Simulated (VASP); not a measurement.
Here is a VASP 6.6.1 calculation.

Contents of POSCAR:

```
ZrS
1.0
    0.0000000000      2.6124645017      2.5732775342
    2.6124645017      0.0000000000      2.5732775342
    2.6124645017      2.6124645017      0.0000000000
Zr S
1 1
Direct
    0.0000000000      0.0000000000      0.0000000000
    0.5000000000      0.5000000000      0.5000000000
```

Contents of INCAR.step1:

```
SYSTEM = ZrS
PREC     = Accurate       ! precision mode
ENCUT    = 520            ! plane-wave cutoff, eV
ISMEAR   = 0              ! smearing method
SIGMA    = 0.15           ! smearing width, eV
LREAL    = .False.        ! projectors in reciprocal space
LASPH    = .True.         ! aspherical terms in the spheres
NELM     = 80             ! most SCF steps
NBANDS   = 16             ! bands
GGA      = PE             ! functional
ALGO     = Normal         ! electronic algorithm
EDIFF    = 1E-4           ! SCF threshold, eV
LWAVE    = .True.         ! write WAVECAR
LCHARG   = .False.        ! write CHGCAR
```

File INCAR.step2:

```
SYSTEM = ZrS
PREC     = Accurate       ! precision mode
ENCUT    = 520            ! plane-wave cutoff, eV
EDIFF    = 1E-7           ! SCF threshold, eV
ISMEAR   = 0              ! smearing method
SIGMA    = 0.15           ! smearing width, eV
LREAL    = .False.        ! projectors in reciprocal space
LASPH    = .True.         ! aspherical terms in the spheres
NELM     = 80             ! most SCF steps
ALGO     = Normal         ! electronic algorithm
ISIF     = 2              ! what is computed and relaxed
LWAVE    = .False.        ! write WAVECAR
LCHARG   = .True.         ! write CHGCAR
METAGGA  = R2SCAN         ! meta-GGA
LMIXTAU  = .True.       
LELF     = .True.         ! ELF
LVHAR    = .True.       
NBANDS   = 16             ! bands
ISTART   = 1
```

KPOINTS

```
regular mesh
0
Gamma
  20 20 20
  0 0 0
```

Potentials or basis: VASP PAW PBE potentials, release 64 (Zr_sv, S).

The run is started by

```sh
$ cat potpaw_PBE.64/Zr_sv/POTCAR potpaw_PBE.64/S/POTCAR > POTCAR
$ cp INCAR.step1 INCAR
$ mpirun -np 1 vasp_std > vasp.out
$ cp INCAR.step2 INCAR
$ mpirun -np 1 vasp_std > vasp.out
```

(1) Estimate the band gap on the k mesh.

(2) Predict the pressure.

## Answers

(1) zero (bands 9 and 10 overlap by 3.08 eV).

(2) 2.2 GPa.

Caveat: the cell differs from its parent crystal (strain +0.000 along x and y, -0.015 along z); the PAW data sets were made with another functional, which shifts forces and pressure a little.
